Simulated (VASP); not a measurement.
# Ta3Ti (I4/mmm) in VASP: a series of runs

Runs on Ta3Ti. Level: PBE. Tasks: single point, relaxation of cell and atoms.

Everything below comes from runs of VASP 6.6.1. Logs are shortened: lines on timing, memory, paths and dates and some standing lists are left out, and cuts for length are marked.

## (1) The cell of the first run

Symmetry: I4/mmm, No. 139, tetragonal system. Conventional cell: a = 3.872 Å, b = 3.872 Å, c = 8.649 Å, α = 90.00°, β = 90.00°, γ = 90.00°. Within 3.6 Å of Ti (site symmetry 4/mmm) lie 12 Ta at 2.74 to 2.90 Å. Within 3.6 Å of Ta (site symmetry 4/mmm) lie 4 Ti at 2.74 Å and 8 Ta at 2.90 Å. Within 3.6 Å of Ta (site symmetry -4m2) lie 8 Ta at 2.74 to 2.90 Å and 4 Ti at 2.90 Å.

## (2) Single point, PBE

INCAR

```
SYSTEM = Ta3Ti
PREC = Accurate
ENCUT = 520
EDIFF = 1E-7
ISMEAR = 0
SIGMA = 0.1
LREAL = .FALSE.
LASPH = .TRUE.
NELM = 100
ALGO = Normal
ISIF = 2
LWAVE = .FALSE.
LCHARG = .TRUE.
GGA = PE
LELF = .TRUE.
LVHAR = .TRUE.
NBANDS = 30
```

KPOINTS

```
regular mesh
0
G
  6 6 6
  0 0 0
```

POSCAR

```
Ta3Ti
1.0
   -1.9360283801      1.9360283801      4.3246348230
    1.9360283801     -1.9360283801      4.3246348230
    1.9360283801      1.9360283801     -4.3246348230
Ti Ta
1 3
Direct
    0.0000000000      0.0000000000      0.0000000000
    0.5000000000      0.5000000000      0.0000000000
    0.2500000000      0.7500000000      0.5000000000
    0.7500000000      0.2500000000      0.5000000000
```

Potentials or basis: VASP PAW PBE potentials, release 64 (Ti_sv, Ta_pv).

The run is started by

```bash
$ cat potpaw_PBE.64/Ti_sv/POTCAR potpaw_PBE.64/Ta_pv/POTCAR > POTCAR
$ mpirun -np 1 vasp_std > vasp.out
```

OUTCAR:

```text
SYSTEM = Ta3Ti
   PREC = Accurate
   ENCUT = 520
   EDIFF = 1E-7
   ISMEAR = 0
   LREAL = .FALSE.
   LASPH = .TRUE.
   NELM = 100
   ISIF = 2
   GGA = PE

 ion  position               nearest neighbor table
   1  0.000  0.000  0.000-   2 2.74   2 2.74   2 2.74   2 2.74   4 2.90   3 2.90   4 2.90   3 2.90
                             4 2.90   4 2.90   3 2.90   3 2.90
   2  0.500  0.500  0.000-   1 2.74   1 2.74   1 2.74   1 2.74   4 2.90   3 2.90   4 2.90   3 2.90
                             3 2.90   3 2.90   4 2.90   4 2.90
   3  0.250  0.750  0.500-   4 2.74   4 2.74   4 2.74   4 2.74   2 2.90   1 2.90   2 2.90   1 2.90
                             1 2.90   1 2.90   2 2.90   2 2.90
   4  0.750  0.250  0.500-   3 2.74   3 2.74   3 2.74   3 2.74   2 2.90   1 2.90   2 2.90   1 2.90
                             2 2.90   2 2.90   1 2.90   1 2.90

  LATTYP: Found a body centered tetragonal cell.
 ALAT       =     3.8720567602
 C/A-ratio  =     2.2337662337

  Lattice vectors:

 A1 = (  -1.9360283801,   1.9360283801,   4.3246348230)
 A2 = (   1.9360283801,  -1.9360283801,   4.3246348230)
 A3 = (   1.9360283801,   1.9360283801,  -4.3246348230)

Analysis of symmetry for initial positions (statically):
=====================================================================
 Subroutine PRICEL returns:
 Original cell was already a primitive cell.

 Routine SETGRP: Setting up the symmetry group for a
 body centered tetragonal supercell.

 Subroutine GETGRP returns: Found 16 space group operations
 (whereof 16 operations were pure point group operations)
 out of a pool of 16 trial point group operations.

The static configuration has the point symmetry D_4h.

Analysis of symmetry for dynamics (positions and initial velocities):
=====================================================================
 Subroutine PRICEL returns:
 Original cell was already a primitive cell.

 Routine SETGRP: Setting up the symmetry group for a
 body centered tetragonal supercell.

 Subroutine GETGRP returns: Found 16 space group operations
 (whereof 16 operations were pure point group operations)
 out of a pool of 16 trial point group operations.

The dynamic configuration has the point symmetry D_4h.

 Subroutine INISYM returns: Found 16 space group operations
 (whereof 16 operations are pure point group operations),
 and found     1 'primitive' translations

----------------------------------------------------------------------------------------

                                     Primitive cell

  volume of cell :      64.8385

[... 95 lines left out ...]
   NSW    =      0    number of steps for IOM
   IBRION =     -1    ionic relax: 0-MD 1-quasi-New 2-CG
   NFREE  =      0    steps in history (QN), initial steepest desc. (CG)
   ISIF   =      2    stress and relaxation
   ISYM   =      2    0-nonsym 1-usesym 2-fastsym
   POTIM  = 0.5000    time-step for ionic-motion
   TEBEG  =    0.0;   TEEND  =   0.0 temperature during run
   PSTRESS=    0.0 pullay stress
   NELECT =      45.0000    total number of electrons
   NUPDOWN=      -1.0000    fix difference up-down
   EMIN   =  10.00;   EMAX   =-10.00  energy-range for DOS
   EFERMI =   0.00;   METHOD = LEGACY
   ISMEAR =     0;   SIGMA  =   0.10  broadening in eV -4-tet -1-fermi 0-gaus
   EFERMI_NEDOS =   21; number of points for ismear=-14 and -15
   IALGO  =     38    algorithm
   IMIX   =      4    mixing-type and parameters
     AMIX     =   0.40;   BMIX     =  1.00
     AMIX_MAG =   1.60;   BMIX_MAG =  1.00
  volume/ion in A,a.u.               =      16.21       109.39
  Fermi-wavevector in a.u.,A,eV,Ry     =   1.449444  2.739052 28.584307  2.100887
  Thomas-Fermi vector in A             =   2.567170
   LORBIT       =      0    0 simple, 1 ext, 2 COOP (PROOUT), +10 PAW based schemes
   GGA     = PE    functional components
   LHFCALC =     F    Hartree Fock is set to
   AEXX    =    0.0000 exact exchange contribution
   IVDW    =     0    specifies the selected vdW correction
   LEPSILON=     F    determine dielectric tensor
   LRPA    =     F    only Hartree local field effects (RPA)
 non-spin polarized calculation
 Gauss-broadening in eV      SIGMA  =   0.10
  energy-cutoff  :      520.00
  volume of cell :       64.84
 maximum number of plane-waves:      1760
 NGX is ok and might be reduce to    40
   NGX = 19   NGY = 19   NGZ = 19

 number of electron      44.9999998 magnetization

 Free energy of the ion-electron system (eV)
  ---------------------------------------------------
  ext. energy  EPLUGINS =         0.00000000
  ---------------------------------------------------
  free energy    TOTEN  =       -42.05938927 eV

  energy without entropy =      -42.03308949  energy(sigma->0) =      -42.04623938

 E-fermi :   7.2788     XC(G=0): -12.8458

 val. band max:        7.2773723366   @ k =   0.5000   0.3333  -0.0000
 cond. band min:       7.2894064632   @ k =  -0.3333   0.3333   0.1667
 fundamental gap:      0.0120341266
 Fermi energy:         7.2788082528

 k-point     1 :       0.0000    0.0000    0.0000
  band No.  band energies     occupation
      1     -48.9772      2.00000
      2     -27.0464      2.00000
      3     -26.9710      2.00000
      4     -26.9710      2.00000
      5     -26.6049      2.00000
      6     -26.6049      2.00000
[... 781 lines left out ...]
     29      11.1491      0.00000
     30      11.7980      0.00000

 [... further k-points ...]

------------------------ aborting loop because EDIFF is reached ----------------------------------------

  FORCE on cell =-STRESS in cart. coord.  units (eV):
  Direction    XX          YY          ZZ          XY          YZ          ZX
  --------------------------------------------------------------------------------------
  -------------------------------------------------------------------------------------
  Total        8.8224434      8.8224434     12.4768264      0.0000000     -0.0000000      0.0000000
  in kB      218.0050689    218.0050689    308.3059051      0.0000000     -0.0000000      0.0000000
  external PRESSURE =     248.1053477 kB  Pullay stress =       0.0000000 kB

 VOLUME and BASIS-vectors are now :
 -----------------------------------------------------------------------------
  energy-cutoff  :      520.00
  volume of cell :       64.84
      direct lattice vectors                 reciprocal lattice vectors
    -1.936028380  1.936028380  4.324634823     0.000000000  0.258260677  0.115616698
     1.936028380 -1.936028380  4.324634823     0.258260677  0.000000000  0.115616698
     1.936028380  1.936028380 -4.324634823     0.258260677  0.258260677  0.000000000

 POSITION                                       TOTAL-FORCE (eV/Angst)
 -----------------------------------------------------------------------------------
      0.00000      0.00000      0.00000        -0.000000     -0.000000      0.000000
      0.00000      0.00000      4.32463        -0.000000     -0.000000      0.000000
      1.93603     -0.00000      2.16232        -0.000000      0.000000     -0.000000
     -0.00000      1.93603      2.16232         0.000000     -0.000000     -0.000000
 -----------------------------------------------------------------------------------
    total drift:                               -0.000000     -0.000000      0.000000

  FREE ENERGIE OF THE ION-ELECTRON SYSTEM (eV)
  ---------------------------------------------------
  free  energy   TOTEN  =       -42.0593892695 eV

  energy  without entropy=      -42.0330894890  energy(sigma->0) =      -42.04623938
```

OSZICAR:

```text
N       E                     dE             d eps       ncg     rms          rms(c)
DAV:   1     0.488706879497E+03    0.48871E+03   -0.23944E+04  1800   0.166E+03
DAV:   2    -0.147278475926E+02   -0.50343E+03   -0.49112E+03  1866   0.499E+02
DAV:   3    -0.432954996051E+02   -0.28568E+02   -0.27078E+02  2768   0.106E+02
DAV:   4    -0.444602452737E+02   -0.11647E+01   -0.11492E+01  2284   0.177E+01
DAV:   5    -0.444913595161E+02   -0.31114E-01   -0.31094E-01  2416   0.285E+00    0.281E+01
DAV:   6    -0.437463122006E+02    0.74505E+00   -0.18145E+01  2646   0.296E+01    0.165E+01
DAV:   7    -0.427767758697E+02    0.96954E+00   -0.24631E+01  2556   0.372E+01    0.116E+01
DAV:   8    -0.420826392090E+02    0.69414E+00   -0.22702E+00  2306   0.114E+01    0.141E+00
DAV:   9    -0.420577155419E+02    0.24924E-01   -0.27018E-01  2610   0.337E+00    0.846E-01
DAV:  10    -0.420612290097E+02   -0.35135E-02   -0.33692E-02  2624   0.131E+00    0.788E-01
DAV:  11    -0.420605100091E+02    0.71900E-03   -0.10997E-02  2228   0.857E-01    0.282E-01
DAV:  12    -0.420593542884E+02    0.11557E-02   -0.44011E-03  2444   0.506E-01    0.915E-02
DAV:  13    -0.420593901023E+02   -0.35814E-04   -0.17034E-04  2058   0.102E-01    0.200E-02
DAV:  14    -0.420593894879E+02    0.61448E-06   -0.10624E-05  2522   0.250E-02    0.890E-03
DAV:  15    -0.420593891886E+02    0.29924E-06   -0.15707E-06  2110   0.920E-03    0.175E-03
DAV:  16    -0.420593892695E+02   -0.80886E-07   -0.10365E-07  1582   0.225E-03
   1 F= -.42059389E+02 E0= -.42046239E+02  d E =-.262998E-01
```

stdout:

```text
POSCAR found type information on POSCAR TiTa
 POSCAR found :  2 types and       4 ions
 scaLAPACK will be used
 LDA part: xc-table for (Slater+PW92), standard interpolation
 POSCAR, INCAR and KPOINTS ok, starting setup
 FFT: planning ... GRIDC
 FFT: planning ... GRID_SOFT
 FFT: planning ... GRID
 WAVECAR not read
 entering main loop
```

It took 3.1 min on 1 thread of Intel Xeon 8259CL, shared host; peak memory 0.26 GiB.

What came out:

```
Free energy            : -42.0594 eV
Pressure               : 24.8 GPa
Band gap on the k mesh : zero (an odd number of electrons rules out a gap without spin polarisation)
```

Levels at points of the mesh, in eV from the Fermi level:
| k point | band 19 | band 20 | band 21 | band 22 | band 23 | band 24 | band 25 | band 26 | band 27 | band 28 |
| --- | --- | --- | --- | --- | --- | --- | --- | --- | --- | --- |
| (0.00, 0.00, 0.00) | -1.23 | -1.23 | -0.72 | -0.72 | -0.26 | 1.22 | 1.22 | 1.93 | 2.22 | 2.34 |
| (0.50, 0.00, 0.00) | -1.65 | -1.61 | -0.98 | -0.80 | -0.32 | 0.37 | 0.57 | 2.05 | 2.20 | 2.32 |
| (0.50, 0.50, 0.00) | -1.30 | -1.01 | -0.58 | -0.53 | -0.08 | 1.14 | 1.17 | 1.23 | 1.32 | 2.17 |
| (0.50, 0.50, 0.50) | -3.49 | -2.47 | -1.59 | -0.01 | 0.28 | 2.78 | 2.78 | 3.49 | 3.49 | 4.28 |

Caveat: the stress differs along the axes, from 22 to 31 GPa; spin-orbit coupling is left out, which moves the levels of the heavy elements.

## (3) Single point, PBE

This run uses another cell than the first one, of 18.19 Å³/atom.

INCAR

```
SYSTEM = Ta3Ti
  PREC = Accurate
  ENCUT = 520
  EDIFF = 1E-7
  ISMEAR = 0
  SIGMA = 0.1
  LREAL = .False.
  LASPH = .True.
  NELM = 100
  ALGO = Fast
  ISIF = 2
  LWAVE = .False.
  LCHARG = .False.
  GGA = PE
  NBANDS = 30
```

KPOINTS

```
Automatic mesh
0
Gamma
  6 6 6
  0 0 0
```

POSCAR

```
Ta3Ti
1.0
   -1.9713759630      1.9713759630      4.6803329217
    1.9713759630     -1.9713759630      4.6803329217
    1.9713759630      1.9713759630     -4.6803329217
Ti Ta
1 3
Direct
    0.0000000000      0.0000000000      0.0000000000
    0.5000000000      0.5000000000      0.0000000000
    0.2500000000      0.7500000000      0.5000000000
    0.7500000000      0.2500000000      0.5000000000
```

Potentials or basis: VASP PAW PBE potentials, release 64 (Ti_sv, Ta_pv).

The run is started by

```bash
$ cat potpaw_PBE.64/Ti_sv/POTCAR potpaw_PBE.64/Ta_pv/POTCAR > POTCAR
$ mpirun -np 1 vasp_std > vasp.out
```

Run time: 11 min. Hardware: 1 thread of Intel Xeon 8259CL, shared host; peak memory 0.29 GiB.

Results (log left out):

```yaml
Free_energy: -42.7079 eV
Pressure: 0.1 GPa
Band_gap_on_the_k_mesh: zero (an odd number of electrons rules out a gap without spin polarisation)
```

Levels at points of the mesh, in eV from the Fermi level:
| k point | band 21 | band 22 | band 23 | band 24 | band 25 | band 26 |
| --- | --- | --- | --- | --- | --- | --- |
| (0.00, 0.00, 0.00) | -0.48 | -0.48 | -0.47 | 1.21 | 1.59 | 1.59 |
| (0.50, 0.00, 0.00) | -0.51 | -0.45 | -0.06 | 0.62 | 0.76 | 1.92 |
| (0.50, 0.50, 0.00) | -0.62 | -0.39 | -0.12 | 0.88 | 0.99 | 1.59 |
| (0.50, 0.50, 0.50) | -1.30 | -0.26 | 0.08 | 2.73 | 2.73 | 3.52 |

Caveat: spin-orbit coupling is left out, which moves the levels of the heavy elements.

## (4) Relaxation of cell and atoms, PBE

INCAR

```
SYSTEM = Ta3Ti
ALGO = Normal ; EDIFF = 1E-6
EDIFFG = -0.04 ; ENCUT = 600
GGA = PE ; IBRION = 2
ISIF = 3 ; ISMEAR = 0
LASPH = .TRUE. ; LCHARG = .FALSE.
LREAL = .FALSE. ; LWAVE = .FALSE.
NELM = 80 ; NSW = 90
PREC = Accurate ; SIGMA = 0.1
```

KPOINTS

```
k-points
0
G
  6 6 6
  0 0 0
```

POSCAR

```
Ta3Ti
1.0
   -1.9360283801      1.9360283801      4.3246348230
    1.9360283801     -1.9360283801      4.3246348230
    1.9360283801      1.9360283801     -4.3246348230
Ti Ta
1 3
Direct
    0.0000000000      0.0000000000      0.0000000000
    0.5000000000      0.5000000000      0.0000000000
    0.2500000000      0.7500000000      0.5000000000
    0.7500000000      0.2500000000      0.5000000000
```

The run is started by

```bash
$ cat potpaw_PBE.64/Ti_sv/POTCAR potpaw_PBE.64/Ta_pv/POTCAR > POTCAR
$ mpirun -np 1 vasp_std > vasp.out
```

It took 20 min on 1 thread of Intel Xeon 8259CL, shared host; peak memory 0.31 GiB.

Results (log left out):

| Property | Result |
| --- | --- |
| Free energy | -42.7062 eV |
| Relaxed volume | 18.17 Å³/atom |
| Relaxed cell | a = 5.446 Å, b = 5.446 Å, c = 5.446 Å, α = 137.57°, β = 137.57°, γ = 61.55° |
| Space group after relaxing (to 0.1 Å) | I4/mmm (No. 139) |
| Energy gained by relaxing | 161.6 meV/atom |
| Ionic steps | 9 |
| Pressure after relaxing | 0.3 GPa |
| Band gap on the k mesh | zero (an odd number of electrons rules out a gap without spin polarisation) |

The path:
```csv
step,energy change (eV),largest force (eV/Å),pressure (GPa),volume (Å³)
1,0.0000,0.0000,24.83,64.84
2,1.0856,0.0000,-24.88,91.34
3,-0.6009,0.0000,-1.59,73.73
4,-0.6031,0.0000,-0.51,73.25
5,-0.6030,0.0000,-0.12,73.07
6,-0.6315,0.0000,0.06,72.90
7,-0.6054,0.0000,1.04,72.24
8,-0.6461,0.0000,0.29,72.69
9,-0.6463,0.0000,0.31,72.67
```

Final structure:
```
CELL_PARAMETERS angstrom
-1.97046 1.97046 4.67885
1.97046 -1.97046 4.67885
1.97046 1.97046 -4.67885
ATOMIC_POSITIONS crystal
Ti 0.00000 0.00000 0.00000
Ta 0.50000 0.50000 0.00000
Ta 0.25000 0.75000 0.50000
Ta 0.75000 0.25000 0.50000
```

Levels at points of the mesh, in eV from the Fermi level:
```csv
k point,band 19,band 20,band 21,band 22,band 23,band 24,band 25,band 26,band 27
"(0.00, 0.00, 0.00)",-0.93,-0.93,-0.49,-0.49,-0.47,1.21,1.60,1.60,1.62
"(0.50, 0.00, 0.00)",-1.33,-1.02,-0.51,-0.45,-0.06,0.62,0.76,1.87,2.09
"(0.50, 0.50, 0.00)",-1.27,-0.74,-0.62,-0.39,-0.12,0.88,0.99,1.59,1.59
"(0.50, 0.50, 0.50)",-2.76,-2.13,-1.31,-0.26,0.08,2.73,2.73,3.52,3.52
```

Caveat: spin-orbit coupling is left out, which moves the levels of the heavy elements.

## (5) The runs side by side

| task | cell | cutoff (eV) | gap on the mesh (eV) | pressure (GPa) |
| --- | --- | --- | --- | --- |
| single point | a = 5.118 Å, angles 135.6, 135.6, 64.7°, 4 atoms | 520 | none | 24.8 |
| single point | a = 5.448 Å, angles 137.6, 137.6, 61.6°, 4 atoms | 520 | none | 0.1 |
| relaxation of cell and atoms | relaxed from a = 5.118 Å, angles 135.6, 135.6, 64.7°, 4 atoms | 600 | none | 0.3 |

Alike in all rows: level PBE; potentials or basis VASP PAW PBE potentials, release 64 (Ti_sv, Ta_pv); no spin polarisation; k mesh 6 × 6 × 6; smearing gaussian 0.1 eV.

Caveats: spin-orbit coupling is left out, which moves the levels of the heavy elements; the stress differs along the axes, from 22 to 31 GPa (at least some runs).

Total energies depend on the potentials used, so only differences within one code and one set of settings carry meaning.

The gap in the log of VASP goes by the Fermi energy; the results here count the filled bands.